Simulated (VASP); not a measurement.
Runs of VASP 6.6.1 on Rb. It takes space group Pnma (No. 62, orthorhombic). The conventional cell has a = 5.740 Å, b = 4.640 Å, c = 12.380 Å, α = 90.00°, β = 90.00°, γ = 90.00°. Within 4.7 Å of Rb (site symmetry m) lie 6 Rb at 3.56 to 4.64 Å. 

```tsv
level	potentials or basis	gap on the mesh (eV)	pressure (GPa)	largest force (eV/Å)
PBE	VASP PAW PBE potentials, release 64 (Rb_sv)	none	1.1	(b)
r2SCAN	VASP PAW PBE potentials, release 64 (Rb_sv)	none	1.0	0.70
PBEsol	VASP PAW PBE potentials, release 64 (Rb_sv)	none	0.9	0.73
LDA	VASP PAW LDA potentials, release 64 (Rb_sv)	none	(a)	0.69
BLYP	VASP PAW PBE potentials, release 64 (Rb_sv)	none	1.5	(c)
```

Alike in all rows: task single point; no spin polarisation; cell as given; k mesh 4 × 5 × 2; cutoff (eV) 520; smearing methfessel-paxton 0.15 eV.

**Question.** Fill in the values left out.

**Answer.** (a) 0.6; (b) 0.77; (c) 0.81.

Caveats: the PAW data sets were made with another functional, which shifts forces and pressure a little (some runs).

A k mesh can miss the band edges, and the runs leave out spin-orbit coupling on Rb.

A gap of «none» marks levels without a gap at the run's occupations.
